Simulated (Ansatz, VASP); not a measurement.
**Hf2N in VASP and in Ansatz**

INCAR

```
SYSTEM = Hf2N
ALGO     = Normal         ! electronic algorithm
EDIFF    = 1E-7           ! SCF threshold, eV
ENCUT    = 520            ! plane-wave cutoff, eV
GGA      = CA             ! functional
ISIF     = 2              ! what is computed and relaxed
ISMEAR   = 0              ! smearing method
LASPH    = .True.         ! aspherical terms in the spheres
LCHARG   = .True.         ! write CHGCAR
LELF     = .True.         ! ELF
LREAL    = .False.        ! projectors in reciprocal space
LVHAR    = .True.       
LWAVE    = .False.        ! write WAVECAR
NBANDS   = 34             ! bands
NELM     = 80             ! most SCF steps
PREC     = Accurate       ! precision mode
SIGMA    = 0.15           ! smearing width, eV
```

The input KPOINTS:

```
k-points
0
Gamma
  8 8 12
  0 0 0
```

File POSCAR:

```
Hf2N
1.0
    5.0683330392      0.0000000000      0.0000000000
    0.0000000000      5.2521585898      0.0000000000
    0.0000000000      0.0000000000      3.2005839592
Hf N
4 2
Direct
    0.3092031779      0.2816036895      0.0000000000
    0.6907968221      0.7183963105      0.0000000000
    0.8092031779      0.2183963105      0.5000000000
    0.1907968221      0.7816036895      0.5000000000
    0.0000000000      0.0000000000      0.0000000000
    0.5000000000      0.5000000000      0.5000000000
```

Input for Ansatz:

```yaml
crystal:
  lattice:
    - [5.0683330392, 0.0, 0.0]
    - [0.0, 5.2521585898, 0.0]
    - [0.0, 0.0, 3.2005839592]
  atoms:
    - { symbol: Hf, position: [0.3092031779, 0.2816036895, 0.0] }
    - { symbol: Hf, position: [0.6907968221, 0.7183963105, 0.0] }
    - { symbol: Hf, position: [0.8092031779, 0.2183963105, 0.5] }
    - { symbol: Hf, position: [0.1907968221, 0.7816036895, 0.5] }
    - { symbol: "N", position: [0.0, 0.0, 0.0] }
    - { symbol: "N", position: [0.5, 0.5, 0.5] }
basis:
  ecutwfc: 520.0
kpoints:
  mp_grid: { grid: [8, 8, 12] }
hamiltonian:
  xc: lda
  pseudopotentials: { kind: paw, azcp: { folder: soft_1 } }
scf:
  occupations: { method: gaussian, width: 0.15 }
output:
  forces: true
  stress: true
  eigenvalues: true
  write_density: true
  write_potential: true
  elf: true
  volumetric_format: npy
```

Change from the starting cell: mode 4 frozen in at +0.102 Å, normal strain along x -0.0350.

Alike in both runs: task single point; functional LDA; k mesh 8 × 8 × 12; occupations gaussian, width 0.15 eV; no spin polarisation.

|  | VASP | Ansatz |
| --- | --- | --- |
| version | VASP 6.6.1 | Ansatz 0.2.0 |
| potentials or method | VASP PAW LDA potentials, release 64 (Hf_pv, N), cutoff 520 eV | scalar-relativistic, plane waves, PAW |
| valence electrons in the cell | 50 | 114 |

VASP gave:

```
gap on the k mesh at the Fermi level (eV)                     : none
pressure (GPa)                                                : 8.1
traceless stress, the component that is largest in VASP (GPa) : 8.67
rms of the force components (eV/Å)                            : 0.095
```

**Question.** Which values does Ansatz return?

**Answer.** gap on the k mesh at the Fermi level (eV): none; pressure (GPa): 8.2; traceless stress, the component that is largest in VASP (GPa): 8.60; rms of the force components (eV/Å): 0.092.

Ansatz warns that its potentials were made for another functional, while VASP's fit it. LDA's correlation is that of Perdew and Zunger in VASP and of Perdew and Wang (1992) in Ansatz. Atom by atom the forces differ by 0.003 eV/Å (rms over components). A gap of «none» marks a metal or a gap that the smearing closes. VASP's potentials hold 50 valence electrons a cell and Ansatz's 114, so a difference there can come from the potentials and not from the codes.

Spin-orbit coupling is off throughout.
